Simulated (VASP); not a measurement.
# Sb (P2_1/m) in VASP: notebook, part 2 of 2

VASP 6.6.1. Earlier steps stand in the parts before.

## (4) Single point, HSE06

This run uses another cell than the first one, of 31.70 Å³/atom.

File POSCAR:

```
Sb
1.0
    3.1836411160      0.0000000000      0.0000000000
    0.0000000000      4.4327850985      0.0000000000
   -0.0396782330      0.0000000000      4.4922631929
Sb
2
Direct
    0.0113890000      0.2500000000      0.2411660000
    0.9886110000      0.7500000000      0.7588340000
```

File INCAR.step1:

```
SYSTEM = Sb
  ALGO = Normal
  EDIFF = 1E-5
  ENCUT = 400
  GGA = PE
  GGA_COMPAT = .FALSE.
  ISIF = 2
  ISMEAR = -1
  LASPH = .TRUE.
  LREAL = .FALSE.
  LWAVE = .TRUE.
  NBANDS = 22
  NELM = 120
  PREC = Accurate
  SIGMA = 0.05
```

File INCAR.step2:

```
SYSTEM = Sb
  ALGO = Normal
  EDIFF = 1E-6
  ENCUT = 400
  GGA = PE
  GGA_COMPAT = .FALSE.
  HFSCREEN = 0.2079
  ISIF = 2
  ISMEAR = -1
  ISTART = 1
  LASPH = .TRUE.
  LCHARG = .TRUE.
  LELF = .TRUE.
  LHFCALC = .TRUE.
  LREAL = .FALSE.
  LVHAR = .TRUE.
  LWAVE = .FALSE.
  NBANDS = 22
  NELM = 120
  PREC = Accurate
  PRECFOCK = Normal
  SIGMA = 0.05
```

File KPOINTS:

```
k-points
0
G
  6 4 4
  0 0 0
```

Launch:

```
cat potpaw_PBE.64/Sb_d_GW/POTCAR > POTCAR
cp INCAR.step1 INCAR
mpirun -np 1 vasp_std > vasp.out
cp INCAR.step2 INCAR
mpirun -np 1 vasp_std > vasp.out
```

It took 43 min on 1 thread of Intel Xeon 6975P-C (Granite Rapids), shared host; peak memory 0.31 GiB.

The run converged. Its results:

```yaml
Free_energy: -9.6485 eV
Pressure: -4.7 GPa
Largest_force: 0.121 eV/Å
Band_gap_on_the_k_mesh: zero (bands 15 and 16 overlap by 9.19 eV)
```

Forces on the atoms (eV/Å):
```
Sb  -0.043  0.000 -0.113
Sb   0.043  0.000  0.113
```

Stress tensor (GPa, compression positive):
```
-9.01  0.00  0.06
 0.00 -2.46  0.00
 0.06  0.00 -2.59
```

Levels at points of the mesh, in eV from the Fermi level:
```tsv
k point	band 12	band 13	band 14	band 15	band 16	band 17	band 18	band 19
(0.00, 0.00, 0.00)	-8.06	-3.80	-3.66	2.59	3.50	3.66	3.80	7.20
(0.50, 0.00, 0.00)	-5.89	-5.16	-1.89	-1.75	-1.69	5.03	5.33	5.39
(0.00, 0.50, 0.00)	-11.47	-1.49	-1.49	-0.82	-0.82	5.16	5.16	8.81
(0.50, 0.50, 0.00)	-8.98	-4.14	-4.14	0.53	0.53	1.61	1.61	6.13
(0.00, 0.00, 0.50)	-11.28	-1.60	-0.97	-0.85	-0.75	4.95	5.32	8.46
(0.50, 0.00, 0.50)	-8.77	-4.33	-4.00	0.36	1.07	1.64	1.68	6.09
(0.00, 0.50, 0.50)	-10.80	-5.91	-5.91	5.48	5.48	5.72	5.72	9.91
(0.50, 0.50, 0.50)	-8.21	-3.82	-3.82	-3.72	-3.72	2.65	2.65	7.66
```

Caveat: the stress differs along the axes, from -9 to -2 GPa; the PAW data sets were made with another functional, which shifts forces and pressure a little; spin-orbit coupling is left out, which moves the levels of the heavy elements.

## (5) Single point, HSE06

This run uses another cell than the first one, of 29.90 Å³/atom.

File POSCAR:

```
Sb
1.0
    3.1224020000      0.0000000000      0.0000000000
    0.0000000000      4.3475180000      0.0000000000
   -0.0389150000      0.0000000000      4.4058520000
Sb
2
Direct
    0.0113890000      0.2500000000      0.2411660000
    0.9886110000      0.7500000000      0.7588340000
```

File INCAR.step1:

```
SYSTEM = Sb
  PREC = Accurate
  ENCUT = 400
  EDIFF = 1E-5
  ISMEAR = -1
  SIGMA = 0.05
  LREAL = .False.
  LASPH = .True.
  NELM = 120
  ALGO = Normal
  ISIF = 2
  LWAVE = .True.
  NBANDS = 22
  GGA = PE
  GGA_COMPAT = .False.
```

File INCAR.step2:

```
SYSTEM = Sb
  PREC = Accurate
  ENCUT = 400
  EDIFF = 1E-6
  ISMEAR = -1
  SIGMA = 0.05
  LREAL = .False.
  LASPH = .True.
  NELM = 120
  ALGO = Normal
  ISIF = 2
  LWAVE = .False.
  LCHARG = .True.
  GGA = PE
  LHFCALC = .True.
  HFSCREEN = 0.2079
  PRECFOCK = Normal
  LELF = .True.
  LVHAR = .True.
  NBANDS = 22
  ISTART = 1
  GGA_COMPAT = .False.
```

File KPOINTS:

```
regular mesh
0
Gamma
  6 4 4
  0 0 0
```

Launch:

```
cat potpaw_PBE.64/Sb_d_GW/POTCAR > POTCAR
cp INCAR.step1 INCAR
mpirun -np 1 vasp_std > vasp.out
cp INCAR.step2 INCAR
mpirun -np 1 vasp_std > vasp.out
```

It took 42 min on 1 thread of Intel Xeon 6975P-C (Granite Rapids), shared host; peak memory 0.3 GiB.

It converged, with:

```
Free energy            : -9.7125 eV
Pressure               : -1.7 GPa
Largest force          : 0.050 eV/Å
Band gap on the k mesh : zero (bands 15 and 16 overlap by 9.81 eV)
```

Forces in eV/Å, atoms in the order of the input:
```
Sb  -0.041  0.000 -0.029
Sb   0.041  0.000  0.029
```

Stress tensor (GPa, compression positive):
```
-6.45  0.00  0.03
 0.00  0.65  0.00
 0.03  0.00  0.55
```

Levels at points of the mesh, in eV from the Fermi level:
```
           k point  band 13  band 14  band 15  band 16  band 17  band 18
(0.00, 0.00, 0.00)    -4.07    -3.93     2.40     3.66     3.83     3.96
(0.50, 0.00, 0.00)    -4.80    -2.02    -1.86    -1.80     5.05     5.32
(0.00, 0.50, 0.00)    -1.62    -1.62    -0.87    -0.87     5.46     5.46
(0.50, 0.50, 0.00)    -4.45    -4.45     0.56     0.56     1.81     1.81
(0.00, 0.00, 0.50)    -1.75    -1.10    -0.88    -0.77     5.24     5.64
(0.50, 0.00, 0.50)    -4.65    -4.31     0.37     1.10     1.86     1.91
(0.00, 0.50, 0.50)    -6.33    -6.33     5.83     5.83     6.09     6.09
(0.50, 0.50, 0.50)    -4.09    -4.09    -3.99    -3.99     2.45     2.45
```

Caveat: the k points lie up to 0.36 Å⁻¹ apart, too coarse for converged energies and pressures of a metal; the PAW data sets were made with another functional, which shifts forces and pressure a little; spin-orbit coupling is left out, which moves the levels of the heavy elements.

## (6) Single point, PBE0

This run uses another cell than the first one, of 31.70 Å³/atom.

File POSCAR:

```
Sb
1.0
    3.1836411160      0.0000000000      0.0000000000
    0.0000000000      4.4327850985      0.0000000000
   -0.0396782330      0.0000000000      4.4922631929
Sb
2
Direct
    0.0113890000      0.2500000000      0.2411660000
    0.9886110000      0.7500000000      0.7588340000
```

File INCAR.step1:

```
SYSTEM = Sb
PREC = Accurate
ENCUT = 520
EDIFF = 1E-5
ISMEAR = -1
SIGMA = 0.05
LREAL = .False.
LASPH = .True.
NELM = 60
ALGO = Normal
ISIF = 2
LWAVE = .True.
LCHARG = .False.
NBANDS = 12
GGA = PE
```

File INCAR.step2:

```
SYSTEM = Sb
PREC = Accurate
ENCUT = 520
EDIFF = 1E-6
ISMEAR = -1
SIGMA = 0.05
LREAL = .False.
LASPH = .True.
NELM = 60
ALGO = Normal
ISIF = 2
LWAVE = .False.
LCHARG = .False.
GGA = PE
LHFCALC = .True.
AEXX = 0.25
PRECFOCK = Normal
NBANDS = 12
ISTART = 1
```

File KPOINTS:

```
regular mesh
0
Gamma
  4 4 4
  0 0 0
```

Potentials or basis: VASP PAW PBE potentials, release 64 (Sb).

Launch:

```
cat potpaw_PBE.64/Sb/POTCAR > POTCAR
cp INCAR.step1 INCAR
mpirun -np 1 vasp_std > vasp.out
cp INCAR.step2 INCAR
mpirun -np 1 vasp_std > vasp.out
```

Wall time 1.5 h (1 thread of Intel Xeon 8259CL, shared host); peak memory 0.2 GiB.

It converged, with:

```
Free energy            : -10.7071 eV
Pressure               : -6.0 GPa
Largest force          : 0.319 eV/Å
Band gap on the k mesh : zero (bands 5 and 6 overlap by 9.89 eV)
```

Forces in eV/Å, atoms in the order of the input:
```
Sb  -0.016  0.000 -0.318
Sb   0.016  0.000  0.318
```

Stress tensor (GPa, compression positive):
```
-0.38  0.00 -0.35
 0.00 -8.25  0.00
-0.35  0.00 -9.40
```

Levels at points of the mesh, in eV from the Fermi level:
```tsv
k point	band 1	band 2	band 3	band 4	band 5	band 6	band 7	band 8	band 9	band 10
(0.00, 0.00, 0.00)	-13.70	-8.42	-4.14	-4.01	3.04	3.77	4.11	4.26	7.49	7.85
(0.50, 0.00, 0.00)	-11.31	-6.33	-5.49	-2.23	-2.10	-1.94	5.46	5.77	5.79	6.21
(0.00, 0.50, 0.00)	-11.83	-11.83	-1.75	-1.75	-1.02	-1.02	5.51	5.51	9.11	9.11
(0.50, 0.50, 0.00)	-9.36	-9.36	-4.49	-4.49	0.85	0.85	1.96	1.96	6.58	6.58
(0.00, 0.00, 0.50)	-12.07	-11.65	-1.85	-1.25	-1.04	-0.96	5.28	5.71	8.81	8.99
(0.50, 0.00, 0.50)	-9.63	-9.15	-4.71	-4.31	0.69	1.34	2.00	2.02	6.55	6.83
(0.00, 0.50, 0.50)	-11.17	-11.17	-6.28	-6.28	5.87	5.87	6.20	6.20	9.83	9.83
(0.50, 0.50, 0.50)	-8.57	-8.57	-4.18	-4.18	-4.02	-4.02	3.11	3.11	8.14	8.14
```

Caveat: the k points lie up to 0.49 Å⁻¹ apart, too coarse for converged energies and pressures of a metal; the PAW data sets were made with another functional, which shifts forces and pressure a little; spin-orbit coupling is left out, which moves the levels of the heavy elements.

## (7) Summary

| level | potentials or basis | cell | k mesh | cutoff (eV) | screening parameter | gap on the mesh (eV) | pressure (GPa) | largest force (eV/Å) |
| --- | --- | --- | --- | --- | --- | --- | --- | --- |
| HSE06 | VASP PAW PBE potentials, release 64 (Sb_d_GW) | a = 3.080, b = 4.289, c = 4.346 Å, angles 90.0, 90.5, 90.0°, 2 atoms | 6 × 4 × 4 | 400 | 0.2079 1/Å | none | 0.7 | 0.05 |
| HSE06 | VASP PAW PBE potentials, release 64 (Sb_d_GW) | a = 3.101, b = 4.318, c = 4.376 Å, angles 90.0, 90.5, 90.0°, 2 atoms | 6 × 4 × 4 | 400 | 0.2079 1/Å | none | -0.6 | 0.04 |
| HSE06 | VASP PAW PBE potentials, release 64 (Sb_d_GW) | a = 3.184, b = 4.433, c = 4.492 Å, angles 90.0, 90.5, 90.0°, 2 atoms | 6 × 4 × 4 | 400 | 0.2079 1/Å | none | -4.7 | 0.12 |
| HSE06 | VASP PAW PBE potentials, release 64 (Sb_d_GW) | a = 3.122, b = 4.348, c = 4.406 Å, angles 90.0, 90.5, 90.0°, 2 atoms | 6 × 4 × 4 | 400 | 0.2079 1/Å | none | -1.7 | 0.05 |
| PBE0 | VASP PAW PBE potentials, release 64 (Sb) | a = 3.184, b = 4.433, c = 4.492 Å, angles 90.0, 90.5, 90.0°, 2 atoms | 4 × 4 × 4 | 520 | - | none | -6.0 | 0.32 |

Alike in all rows: task single point; no spin polarisation; smearing fermi-dirac 0.05 eV.

Caveats: some runs use coarse meshes; the PAW data sets were made with another functional, which shifts forces and pressure a little; spin-orbit coupling is left out, which moves the levels of the heavy elements; the stress differs along the axes, from -9 to -2 GPa (at least some runs).

Total energies depend on the potentials used, so only differences within one code and one set of settings carry meaning.
